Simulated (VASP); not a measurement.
# GaN (P6_3mc) in VASP: a series of runs

Runs on GaN. Level: r2SCAN. Tasks: single point, relaxation of shape and atoms at fixed volume.

All numbers are computed with VASP 6.6.1; they aren't measurements. Logs are shortened: lines on timing, memory, paths and dates and some standing lists are left out, and cuts for length are marked.

## 1. The cell of the first run

Symmetry: P6_3mc, No. 186, hexagonal system. Conventional cell: a = 3.180 Å, b = 3.180 Å, c = 5.166 Å, α = 90.00°, β = 90.00°, γ = 120.00°. Ga (site symmetry 3m) has 4 N at 1.94 to 1.95 Å within 2.6 Å. Within 2.6 Å of N (site symmetry 3m) lie 4 Ga at 1.94 to 1.95 Å.

## 2. Single point, r2SCAN

File POSCAR:

```
GaN
1.0
    3.1799996605      0.0000000000      0.0000000000
   -1.5899998303      2.7539604900      0.0000000000
    0.0000000000      0.0000000000      5.1660000000
Ga N
2 2
Direct
    0.3333333333      0.6666666667      0.0000000000
    0.6666666667      0.3333333333      0.5000000000
    0.3333333333      0.6666666667      0.3750000000
    0.6666666667      0.3333333333      0.8750000000
```

File INCAR.step1:

```
  PREC = Accurate
  ENCUT = 910
  ISMEAR = 0
  SIGMA = 0.1
  LREAL = F
  LASPH = T
  NELM = 120
  NBANDS = 26
  GGA = PE
  ALGO = Normal
  EDIFF = 1E-5
  LWAVE = T
  LCHARG = F
  GGA_COMPAT = F
```

File INCAR.step2:

```
  PREC = Accurate
  ENCUT = 910
  EDIFF = 1E-6
  ISMEAR = 0
  SIGMA = 0.1
  LREAL = F
  LASPH = T
  NELM = 120
  ALGO = Normal
  ISIF = 2
  LWAVE = F
  LCHARG = F
  METAGGA = R2SCAN
  LMIXTAU = T
  NBANDS = 26
  ISTART = 1
  GGA_COMPAT = F
```

File KPOINTS:

```
regular mesh
0
Gamma
  6 6 4
```

Potentials or basis: VASP PAW PBE potentials, release 64 (Ga_d, N_h).

Command:

```bash
> cat potpaw_PBE.64/Ga_d/POTCAR potpaw_PBE.64/N_h/POTCAR > POTCAR
> cp INCAR.step1 INCAR
> mpirun -np 1 vasp_std > vasp.out
> cp INCAR.step2 INCAR
> mpirun -np 1 vasp_std > vasp.out
```

OUTCAR:

```text
PREC = Accurate
   ENCUT = 910
   EDIFF = 1E-6
   ISMEAR = 0
   LREAL = F
   LASPH = T
   NELM = 120
   ISIF = 2
   METAGGA = R2SCAN
   ISTART = 1

 ion  position               nearest neighbor table
   1  0.333  0.667  0.000-   3 1.94   4 1.95   4 1.95   4 1.95
   2  0.667  0.333  0.500-   4 1.94   3 1.95   3 1.95   3 1.95
   3  0.333  0.667  0.375-   1 1.94   2 1.95   2 1.95   2 1.95
   4  0.667  0.333  0.875-   2 1.94   1 1.95   1 1.95   1 1.95

  LATTYP: Found a hexagonal cell.
 ALAT       =     3.1799996605
 C/A-ratio  =     1.6245284753

  Lattice vectors:

 A1 = (   3.1799996605,   0.0000000000,   0.0000000000)
 A2 = (  -1.5899998303,   2.7539604900,   0.0000000000)
 A3 = (   0.0000000000,   0.0000000000,   5.1660000000)

Analysis of symmetry for initial positions (statically):
=====================================================================
 Subroutine PRICEL returns:
 Original cell was already a primitive cell.

 Routine SETGRP: Setting up the symmetry group for a
 hexagonal supercell.

 Subroutine GETGRP returns: Found 12 space group operations
 (whereof  6 operations were pure point group operations)
 out of a pool of 24 trial point group operations.

The static configuration has the point symmetry C_3v.
 The point group associated with its full space group is C_6v.

Analysis of symmetry for dynamics (positions and initial velocities):
=====================================================================
 Subroutine PRICEL returns:
 Original cell was already a primitive cell.

 Routine SETGRP: Setting up the symmetry group for a
 hexagonal supercell.

 Subroutine GETGRP returns: Found 12 space group operations
 (whereof  6 operations were pure point group operations)
 out of a pool of 24 trial point group operations.

The dynamic configuration has the point symmetry C_3v.
 The point group associated with its full space group is C_6v.

 Subroutine INISYM returns: Found 12 space group operations
 (whereof  6 operations are pure point group operations),
 and found     1 'primitive' translations

----------------------------------------------------------------------------------------

                                     Primitive cell

  volume of cell :      45.2417

  direct lattice vectors                    reciprocal lattice vectors
     3.179999661  0.000000000  0.000000000     0.314465442  0.181556708  0.000000000
    -1.589999830  2.753960490  0.000000000     0.000000000  0.363113416  0.000000000
     0.000000000  0.000000000  5.166000000     0.000000000  0.000000000  0.193573364

  length of vectors
     3.179999661  3.179999661  5.166000000     0.363113416  0.363113416  0.193573364

  position of ions in fractional coordinates (direct lattice)
     0.333333333  0.666666667  0.000000000
     0.666666667  0.333333333  0.500000000
     0.333333333  0.666666667  0.375000000
     0.666666667  0.333333333  0.875000000

  ion indices of the primitive-cell ions
   primitive index   ion index
                 1           1
                 2           2
                 3           3
                 4           4

----------------------------------------------------------------------------------------

 KPOINTS: regular mesh

Automatic generation of k-mesh.
 Grid dimensions read from file:
 generate k-points for:    6    6    4

 Generating k-lattice:

  Cartesian coordinates                     Fractional coordinates (reciprocal lattice)
     0.052410907  0.030259451  0.000000000     0.166666667  0.000000000  0.000000000
     0.000000000  0.060518903  0.000000000     0.000000000  0.166666667  0.000000000
     0.000000000  0.000000000  0.048393341     0.000000000  0.000000000  0.250000000

  Length of vectors
     0.060518903  0.060518903  0.048393341

  Shift w.r.t. Gamma in fractional coordinates (k-lattice)
     0.000000000  0.000000000  0.000000000

 Subroutine IBZKPT returns following result:
 ===========================================

 Found     21 irreducible k-points:

 Following reciprocal coordinates:
            Coordinates               Weight
  0.000000  0.000000  0.000000      1.000000
  0.166667  0.000000  0.000000      6.000000
  0.333333  0.000000  0.000000      6.000000
  0.500000  0.000000  0.000000      3.000000
  0.166667  0.166667  0.000000      6.000000
  0.333333  0.166667  0.000000     12.000000
[... 13 lines left out ...]
  0.333333  0.166667  0.500000     12.000000
  0.333333  0.333333  0.500000      2.000000
   k-points           NKPTS =     21   k-points in BZ     NKDIM =     21   number of bands    NBANDS=     26
   number of dos      NEDOS =    301   number of ions     NIONS =      4
   total plane-waves  NPLWV =  55296
   dimension x,y,z NGX =    32 NGY =   32 NGZ =   54
   dimension x,y,z NGXF=    64 NGYF=   64 NGZF=  108
   ions per type =               2   2
   NGX,Y,Z   is equivalent  to a cutoff of  16.73, 16.73, 17.38 a.u.
   NGXF,Y,Z  is equivalent  to a cutoff of  33.46, 33.46, 34.76 a.u.
 SYSTEM =  unknown system
   PREC   = accura    normal or accurate (medium, high low for compatibility)
   ISTART =      1    job   : 0-new  1-cont  2-samecut
   ICHARG =      0    charge: 1-file 2-atom 10-const
   ISPIN  =      1    spin polarized calculation?
   LNONCOLLINEAR =      F non collinear calculations
   LSORBIT =      F    spin-orbit coupling
   LASPH  =      T    aspherical Exc in radial PAW
   ENCUT  =  910.0 eV  66.88 Ry    8.18 a.u.   7.82  7.82 12.71*2*pi/ulx,y,z
   NELM   =    120;   NELMIN=  2; NELMDL=  0     # of ELM steps
   EDIFF  = 0.1E-05   stopping-criterion for ELM
   LREAL  =      F    real-space projection
   EDIFFG = 0.1E-04   stopping-criterion for IOM
   NSW    =      0    number of steps for IOM
   IBRION =     -1    ionic relax: 0-MD 1-quasi-New 2-CG
   NFREE  =      0    steps in history (QN), initial steepest desc. (CG)
   ISIF   =      2    stress and relaxation
   ISYM   =      2    0-nonsym 1-usesym 2-fastsym
   POTIM  = 0.5000    time-step for ionic-motion
   TEBEG  =    0.0;   TEEND  =   0.0 temperature during run
   PSTRESS=    0.0 pullay stress
   NELECT =      36.0000    total number of electrons
   NUPDOWN=      -1.0000    fix difference up-down
   EMIN   =  10.00;   EMAX   =-10.00  energy-range for DOS
   EFERMI =   0.00;   METHOD = LEGACY
   ISMEAR =     0;   SIGMA  =   0.10  broadening in eV -4-tet -1-fermi 0-gaus
   EFERMI_NEDOS =   21; number of points for ismear=-14 and -15
   IALGO  =     38    algorithm
   IMIX   =      4    mixing-type and parameters
     AMIX     =   0.40;   BMIX     =  1.00
     AMIX_MAG =   1.60;   BMIX_MAG =  1.00
  volume/ion in A,a.u.               =      11.31        76.33
  Fermi-wavevector in a.u.,A,eV,Ry     =   1.517036  2.866783 31.312431  2.301399
  Thomas-Fermi vector in A             =   2.626346
   LORBIT       =      0    0 simple, 1 ext, 2 COOP (PROOUT), +10 PAW based schemes
   METAGGA = R2SCAN    functional components
   LHFCALC =     F    Hartree Fock is set to
   AEXX    =    0.0000 exact exchange contribution
   IVDW    =     0    specifies the selected vdW correction
   LEPSILON=     F    determine dielectric tensor
   LRPA    =     F    only Hartree local field effects (RPA)
 non-spin polarized calculation
 Gauss-broadening in eV      SIGMA  =   0.10
  energy-cutoff  :      910.00
  volume of cell :       45.24
 maximum number of plane-waves:      2850
 NGX is ok and might be reduce to    32
   NGX = 15   NGY = 15   NGZ = 25

 number of electron      35.9999999 magnetization

 Free energy of the ion-electron system (eV)
  ---------------------------------------------------
  ext. energy  EPLUGINS =         0.00000000
  ---------------------------------------------------
  free energy    TOTEN  =       -43.81154742 eV

  energy without entropy =      -43.81154742  energy(sigma->0) =      -43.81154742

 E-fermi :   5.9433     XC(G=0): -12.6875

 val. band max:        5.4678263122   @ k =   0.0000   0.0000   0.0000
 cond. band min:       7.8404975903   @ k =   0.0000   0.0000   0.0000
 fundamental gap:      2.3726712781
 Fermi energy:         5.9432862011

 k-point     1 :       0.0000    0.0000    0.0000
  band No.  band energies     occupation
      1     -11.4010      2.00000
      2     -10.3708      2.00000
      3      -8.3778      2.00000
      4      -8.3550      2.00000
      5      -8.3550      2.00000
      6      -8.2837      2.00000
[... 18 lines left out ...]
     25      17.9905      0.00000
     26      17.9905      0.00000

 k-point     2 :       0.1667    0.0000    0.0000
  band No.  band energies     occupation
      1     -11.1395      2.00000
      2     -10.3003      2.00000
      3      -8.3427      2.00000
      4      -8.3187      2.00000
      5      -8.2737      2.00000
      6      -8.2367      2.00000
[... 18 lines left out ...]
     25      17.7062      0.00000
     26      18.5327      0.00000

 k-point     3 :       0.3333    0.0000    0.0000
  band No.  band energies     occupation
      1     -10.6274      2.00000
      2     -10.1983      2.00000
      3      -8.2977      2.00000
      4      -8.2769      2.00000
      5      -8.1864      2.00000
      6      -8.1249      2.00000
[... 18 lines left out ...]
     25      17.8799      0.00000
     26      19.5751      0.00000

 k-point     4 :       0.5000    0.0000    0.0000
  band No.  band energies     occupation
      1     -10.3962      2.00000
      2     -10.1720      2.00000
      3      -8.2956      2.00000
      4      -8.2719      2.00000
      5      -8.1629      2.00000
      6      -8.1114      2.00000
[... 18 lines left out ...]
     25      18.7671      0.00000
     26      19.8031      0.00000

 k-point     5 :       0.1667    0.1667    0.0000
  band No.  band energies     occupation
      1     -10.7510      2.00000
      2     -10.2191      2.00000
      3      -8.3018      2.00000
      4      -8.2833      2.00000
      5      -8.2009      2.00000
      6      -8.1795      2.00000
[... 18 lines left out ...]
     25      17.3557      0.00000
     26      19.6860      0.00000

 k-point     6 :       0.3333    0.1667    0.0000
  band No.  band energies     occupation
      1     -10.3906      2.00000
      2     -10.1779      2.00000
      3      -8.3182      2.00000
      4      -8.2371      2.00000
      5      -8.1325      2.00000
      6      -8.1163      2.00000
[... 340 lines left out ...]
 k-point    18 :       0.5000    0.0000    0.5000
  band No.  band energies     occupation
      1     -10.2323      2.00000
      2     -10.2323      2.00000
      3      -8.2926      2.00000
      4      -8.2926      2.00000
      5      -8.1682      2.00000
      6      -8.1682      2.00000
[... 18 lines left out ...]
     25      18.5120      0.00000
     26      18.5120      0.00000

 k-point    19 :       0.1667    0.1667    0.5000
  band No.  band energies     occupation
      1     -10.4078      2.00000
      2     -10.4078      2.00000
      3      -8.2602      2.00000
      4      -8.2602      2.00000
      5      -8.2319      2.00000
      6      -8.2319      2.00000
[... 18 lines left out ...]
     25      18.0368      0.00000
     26      18.0368      0.00000

 k-point    20 :       0.3333    0.1667    0.5000
  band No.  band energies     occupation
      1     -10.2305      2.00000
      2     -10.2305      2.00000
      3      -8.2570      2.00000
      4      -8.2570      2.00000
      5      -8.1883      2.00000
      6      -8.1883      2.00000
[... 18 lines left out ...]
     25      18.7350      0.00000
     26      18.7350      0.00000

 k-point    21 :       0.3333    0.3333    0.5000
  band No.  band energies     occupation
      1     -10.1816      2.00000
      2     -10.1816      2.00000
      3      -8.2201      2.00000
      4      -8.2201      2.00000
      5      -8.2015      2.00000
      6      -8.2015      2.00000
[... 18 lines left out ...]
     25      20.2618      0.00000
     26      20.2618      0.00000

------------------------ aborting loop because EDIFF is reached ----------------------------------------

  FORCE on cell =-STRESS in cart. coord.  units (eV):
  Direction    XX          YY          ZZ          XY          YZ          ZX
  --------------------------------------------------------------------------------------
  -------------------------------------------------------------------------------------
  Total        0.3936092      0.3936092      0.9447469     -0.0000000      0.0000000     -0.0000000
  in kB       13.9391609     13.9391609     33.4569914     -0.0000000      0.0000000     -0.0000000
  external PRESSURE =      20.4451044 kB  Pullay stress =       0.0000000 kB

 VOLUME and BASIS-vectors are now :
 -----------------------------------------------------------------------------
  energy-cutoff  :      910.00
  volume of cell :       45.24
      direct lattice vectors                 reciprocal lattice vectors
     3.179999661  0.000000000  0.000000000     0.314465442  0.181556708  0.000000000
    -1.589999830  2.753960490  0.000000000     0.000000000  0.363113416  0.000000000
     0.000000000  0.000000000  5.166000000     0.000000000  0.000000000  0.193573364

 POSITION                                       TOTAL-FORCE (eV/Angst)
 -----------------------------------------------------------------------------------
     -0.00000      1.83597      0.00000         0.000000      0.000000     -0.142119
      1.59000      0.91799      2.58300         0.000000     -0.000000     -0.142119
     -0.00000      1.83597      1.93725        -0.000000      0.000000      0.142119
      1.59000      0.91799      4.52025         0.000000      0.000000      0.142119
 -----------------------------------------------------------------------------------
    total drift:                               -0.000000      0.000000      0.012445

  FREE ENERGIE OF THE ION-ELECTRON SYSTEM (eV)
  ---------------------------------------------------
  free  energy   TOTEN  =       -43.8115474190 eV

  energy  without entropy=      -43.8115474190  energy(sigma->0) =      -43.81154742
```

It took 92 s on 1 thread of Intel Xeon 6975P-C (Granite Rapids), shared host; peak memory 0.25 GiB.

What came out:

- Free energy: -43.8115 eV
- Pressure: 2.0 GPa
- Largest force: 0.142 eV/Å
- Band gap on the k mesh: 2.37 eV

Forces on the atoms (eV/Å):
```
Ga   0.000  0.000 -0.142
Ga   0.000  0.000 -0.142
N    0.000  0.000  0.142
N    0.000  0.000  0.142
```

Caveat: the cutoff is under 1.25 times the usual one of these potentials, so pressure, stress and relaxed cells hold a basis-set (Pulay) error; the PAW data sets were made with another functional, which shifts forces and pressure a little.

(Continued in part 2 of 2.)
